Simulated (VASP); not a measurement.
# Tl (Fd-3m) in VASP: density of states with PBE

Aim: the density of states of Tl with PBE.

All numbers are computed with VASP 6.6.1; they aren't measurements. Logs are shortened: lines on timing, memory, paths and dates and some standing lists are left out, and cuts for length are marked.

**1. The cell of the first run**

Symmetry: Fd-3m, No. 227, cubic system. Conventional cell: a = 7.120 Å, b = 7.120 Å, c = 7.120 Å, α = 90.00°, β = 90.00°, γ = 90.00°. Tl (site symmetry -43m) has 4 Tl at 3.08 Å within 4.1 Å.

**2. Density of states, PBE**

POSCAR

```
Tl
1.0
    0.0000000000      3.5601462723      3.5601462723
    3.5601462723      0.0000000000      3.5601462723
    3.5601462723      3.5601462723      0.0000000000
Tl
2
Direct
   -0.1250000000     -0.1250000000     -0.1250000000
    0.1250000000      0.1250000000      0.1250000000
```

INCAR.step1

```
PREC = Accurate
ENCUT = 520
EDIFF = 1E-6
ISMEAR = -1
SIGMA = 0.05
LREAL = False
LASPH = True
NELM = 80
ALGO = Normal
ISIF = 2
LWAVE = False
LCHARG = True
GGA = PE
NBANDS = 20
```

KPOINTS.step1

```
regular mesh
0
Gamma
  10 10 10
```

INCAR.step2

```
PREC = Accurate
ENCUT = 520
EDIFF = 1E-6
ISMEAR = -5
SIGMA = 0.05
LREAL = False
LASPH = True
NELM = 80
ALGO = Normal
ISIF = 2
LWAVE = False
LCHARG = False
GGA = PE
LORBIT = 11
NBANDS = 20
NEDOS = 2001
ICHARG = 11
```

KPOINTS.step2

```
regular mesh
0
Gamma
  15 15 15
```

Potentials or basis: VASP PAW PBE potentials, release 64 (Tl_d).

Started as:

```console
$ cat potpaw_PBE.64/Tl_d/POTCAR > POTCAR
$ cp INCAR.step1 INCAR
$ cp KPOINTS.step1 KPOINTS
$ mpirun -np 1 vasp_std > vasp.out
$ cp INCAR.step2 INCAR
$ cp KPOINTS.step2 KPOINTS
$ mpirun -np 1 vasp_std > vasp.out
```

OUTCAR:

```text
PREC = Accurate
   ENCUT = 520
   EDIFF = 1E-6
   ISMEAR = -5
   LREAL = False
   LASPH = True
   NELM = 80
   ISIF = 2
   GGA = PE
   LORBIT = 11
   ICHARG = 11

 ion  position               nearest neighbor table
   1  0.875  0.875  0.875-   2 3.08   2 3.08   2 3.08   2 3.08
   2  0.125  0.125  0.125-   1 3.08   1 3.08   1 3.08   1 3.08

  LATTYP: Found a face centered cubic cell.
 ALAT       =     7.1202925446

  Lattice vectors:

 A1 = (   0.0000000000,   3.5601462723,   3.5601462723)
 A2 = (   3.5601462723,   0.0000000000,   3.5601462723)
 A3 = (   3.5601462723,   3.5601462723,   0.0000000000)

Analysis of symmetry for initial positions (statically):
=====================================================================
 Subroutine PRICEL returns:
 Original cell was already a primitive cell.

 Routine SETGRP: Setting up the symmetry group for a
 face centered cubic supercell.

 Subroutine GETGRP returns: Found 48 space group operations
 (whereof 12 operations were pure point group operations)
 out of a pool of 48 trial point group operations.

The static configuration has the point symmetry D_3d.
 The point group associated with its full space group is O_h .

Analysis of symmetry for dynamics (positions and initial velocities):
=====================================================================
 Subroutine PRICEL returns:
 Original cell was already a primitive cell.

 Routine SETGRP: Setting up the symmetry group for a
 face centered cubic supercell.

 Subroutine GETGRP returns: Found 48 space group operations
 (whereof 12 operations were pure point group operations)
 out of a pool of 48 trial point group operations.

The dynamic configuration has the point symmetry D_3d.
 The point group associated with its full space group is O_h .

 Subroutine INISYM returns: Found 48 space group operations
 (whereof 12 operations are pure point group operations),
 and found     1 'primitive' translations

----------------------------------------------------------------------------------------

                                     Primitive cell

  volume of cell :      90.2472

  direct lattice vectors                    reciprocal lattice vectors
     0.000000000  3.560146272  3.560146272    -0.140443668  0.140443668  0.140443668
     3.560146272  0.000000000  3.560146272     0.140443668 -0.140443668  0.140443668
     3.560146272  3.560146272  0.000000000     0.140443668  0.140443668 -0.140443668
[... 90 lines left out ...]
   IBRION =     -1    ionic relax: 0-MD 1-quasi-New 2-CG
   NFREE  =      0    steps in history (QN), initial steepest desc. (CG)
   ISIF   =      2    stress and relaxation
   ISYM   =      2    0-nonsym 1-usesym 2-fastsym
   POTIM  = 0.5000    time-step for ionic-motion
   TEBEG  =    0.0;   TEEND  =   0.0 temperature during run
   PSTRESS=    0.0 pullay stress
   NELECT =      26.0000    total number of electrons
   NUPDOWN=      -1.0000    fix difference up-down
   EMIN   =  10.00;   EMAX   =-10.00  energy-range for DOS
   EFERMI =   0.00;   METHOD = LEGACY
   ISMEAR =    -5;   SIGMA  =   0.05  broadening in eV -4-tet -1-fermi 0-gaus
   EFERMI_NEDOS =   21; number of points for ismear=-14 and -15
   IALGO  =     38    algorithm
   IMIX   =      4    mixing-type and parameters
     AMIX     =   0.40;   BMIX     =  1.00
     AMIX_MAG =   1.60;   BMIX_MAG =  1.00
  volume/ion in A,a.u.               =      45.12       304.51
  Fermi-wavevector in a.u.,A,eV,Ry     =   1.081238  2.043244 15.906250  1.169076
  Thomas-Fermi vector in A             =   2.217250
   LORBIT       =     11    0 simple, 1 ext, 2 COOP (PROOUT), +10 PAW based schemes
   GGA     = PE    functional components
   LHFCALC =     F    Hartree Fock is set to
   AEXX    =    0.0000 exact exchange contribution
   IVDW    =     0    specifies the selected vdW correction
   LEPSILON=     F    determine dielectric tensor
   LRPA    =     F    only Hartree local field effects (RPA)
 non-spin polarized calculation
 Fermi weights with tetrahedron method with Bloechl corrections
  energy-cutoff  :      520.00
  volume of cell :       90.25
 maximum number of plane-waves:      2451
 NGX is ok and might be reduce to    40

 number of electron      26.0000002 magnetization

 Free energy of the ion-electron system (eV)
  ---------------------------------------------------
  ext. energy  EPLUGINS =         0.00000000
  ---------------------------------------------------
  free energy    TOTEN  =        -3.70515824 eV

  energy without entropy =       -3.70515824  energy(sigma->0) =       -3.70515824

 E-fermi :   2.7015     XC(G=0):  -7.8289

 val. band max:        2.7101443270   @ k =   0.4000   0.1333   0.0667
 cond. band min:       2.6935557720   @ k =  -0.4667   0.3333   0.1333
 fundamental gap:     -0.0165885550
 Fermi energy:         2.7015304835

 k-point     1 :       0.0000    0.0000    0.0000
  band No.  band energies     occupation
      1      -9.1205      2.00000
      2      -9.1205      2.00000
      3      -9.1205      2.00000
      4      -9.0500      2.00000
      5      -9.0500      2.00000
      6      -8.5540      2.00000
[... 541 lines left out ...]
     19       9.3071      0.00000
     20       9.5124      0.00000

 [... further k-points ...]

------------------------ aborting loop because EDIFF is reached ----------------------------------------

  FORCE on cell =-STRESS in cart. coord.  units (eV):
  Direction    XX          YY          ZZ          XY          YZ          ZX
  --------------------------------------------------------------------------------------
  -------------------------------------------------------------------------------------
  Total       -0.0514730     -0.0514730     -0.0514730     -0.0000000      0.0000000      0.0000000
  in kB       -0.9138105     -0.9138105     -0.9138105     -0.0000000      0.0000000      0.0000000
  external PRESSURE =      -0.9138105 kB  Pullay stress =       0.0000000 kB

 VOLUME and BASIS-vectors are now :
 -----------------------------------------------------------------------------
  energy-cutoff  :      520.00
  volume of cell :       90.25
      direct lattice vectors                 reciprocal lattice vectors
     0.000000000  3.560146272  3.560146272    -0.140443668  0.140443668  0.140443668
     3.560146272  0.000000000  3.560146272     0.140443668 -0.140443668  0.140443668
     3.560146272  3.560146272  0.000000000     0.140443668  0.140443668 -0.140443668

 POSITION                                       TOTAL-FORCE (eV/Angst)
 -----------------------------------------------------------------------------------
      6.23026      6.23026      6.23026        -0.000000     -0.000000     -0.000000
      0.89004      0.89004      0.89004         0.000000      0.000000      0.000000
 -----------------------------------------------------------------------------------
    total drift:                                0.000000      0.000000     -0.000000

  FREE ENERGIE OF THE ION-ELECTRON SYSTEM (eV)
  ---------------------------------------------------
  free  energy   TOTEN  =        -3.7051582416 eV

  energy  without entropy=       -3.7051582416  energy(sigma->0) =       -3.70515824

 total charge

# of ion       s       p       d       tot
------------------------------------------
    1        1.175   0.396   9.633  11.205
    2        1.175   0.396   9.633  11.205
--------------------------------------------------
tot          2.351   0.793  19.266  22.410
```

Run time: 3.8 min. Hardware: 1 thread of Oxide Virtual Turin-like, shared host; peak memory 0.3 GiB.

Results:

```
Valence electrons inside the program's atomic spheres : Tl 11.21
```

Caveat: spin-orbit coupling is left out, which moves the levels of the heavy elements; tetrahedron occupations give inexact forces and stress in metals.
